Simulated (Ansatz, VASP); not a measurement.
# EuAlIr in VASP and in Ansatz

The input INCAR:

```
SYSTEM = EuAlIr
ALGO = Normal
EDIFF = 1E-7
EDIFFG = -0.04
ENCUT = 600
GGA = PE
IBRION = 2
ISIF = 3
ISMEAR = 0
ISPIN = 2
LASPH = .TRUE.
LCHARG = .FALSE.
LMAXMIX = 6
LORBIT = 11
LREAL = .FALSE.
LWAVE = .FALSE.
MAGMOM = 7 0 0
NELM = 150
NSW = 90
PREC = Accurate
SIGMA = 0.1
```

KPOINTS

```
k-points
0
G
  6 6 4
  0 0 0
```

Contents of POSCAR:

```
EuAlIr
1.0
    4.0515630500      0.0000000000      0.0000000000
   -2.0257815300      3.5087565300      0.0000000000
    0.0000000000      0.0000000000      4.0228121000
Eu Al Ir
1 1 1
Direct
    0.6666666700      0.3333333300      0.5000000000
    0.3333333300      0.6666666700      0.0000000000
    0.0000000000      0.0000000000      0.0000000000
```

Input for Ansatz:

```yaml
crystal:
  lattice:
    - [4.05156305, 0.0, 0.0]
    - [-2.02578153, 3.50875653, 0.0]
    - [0.0, 0.0, 4.0228121]
  atoms:
    - { symbol: Eu, position: [0.66666667, 0.33333333, 0.5], spin: 7.0 }
    - { symbol: Al, position: [0.33333333, 0.66666667, 0.0] }
    - { symbol: Ir, position: [0.0, 0.0, 0.0] }
basis:
  ecutwfc: 420
kpoints:
  mp_grid: { grid: [6, 6, 4] }
hamiltonian:
  xc: pbe
scf:
  occupations: { method: gaussian, width: 0.1 }
  lower_state_search: "off"
output:
  forces: true
  stress: true
  eigenvalues: true
  populations: true
magnetization:
  spin_polarized: true
relax:
  adjacent_minimum: "off"
  f_tol: 0.04
  max_steps: 70
  cell: { stress_tol: 0.4 }
```

Change from the starting cell: species swapped into the NdNiAs type (P-6m2, No. 187).

Alike in both runs: task relaxation of cell and atoms; functional PBE; k mesh 6 × 6 × 4; occupations gaussian, width 0.1 eV; collinear spin.

|  | VASP | Ansatz |
| --- | --- | --- |
| version | VASP 6.6.1 | Ansatz 0.2.0 |
| potentials or method | VASP PAW PBE potentials, release 64 (Eu, Al, Ir), cutoff 600 eV | scalar-relativistic, plane waves, PAW |
| valence electrons in the cell | 29 | 37 |

Ansatz gave:

```
gap on the k mesh at the Fermi level, each at its own relaxed structure (eV)  : none
net moment per atom (μB)                                                      : 2.27
size of the moment on the site where the two differ most (μB)                 : 6.67
relaxed volume (Å³/atom)                                                      : 22.34
relaxed length of the cell vector where the two differ most in proportion (Å) : 4.282
```

Task: Estimate VASP's values.

Result: gap on the k mesh at the Fermi level, each at its own relaxed structure (eV): none; net moment per atom (μB): 2.27; size of the moment on the site where the two differ most (μB): 6.46; relaxed volume (Å³/atom): 22.33; relaxed length of the cell vector where the two differ most in proportion (Å): 4.280.

Site moments also hang on the region over which each program counts them. A gap of «none» marks a metal or a gap that the smearing closes. VASP's potentials hold 29 valence electrons a cell and Ansatz's 37, so a difference there can come from the potentials and not from the codes.

The k mesh is coarse, so the values compare programs but aren't converged. Spin-orbit coupling is off throughout. Noted on VASP's run: the volume moved by over 15 % at a fixed basis, so the end points are rough.
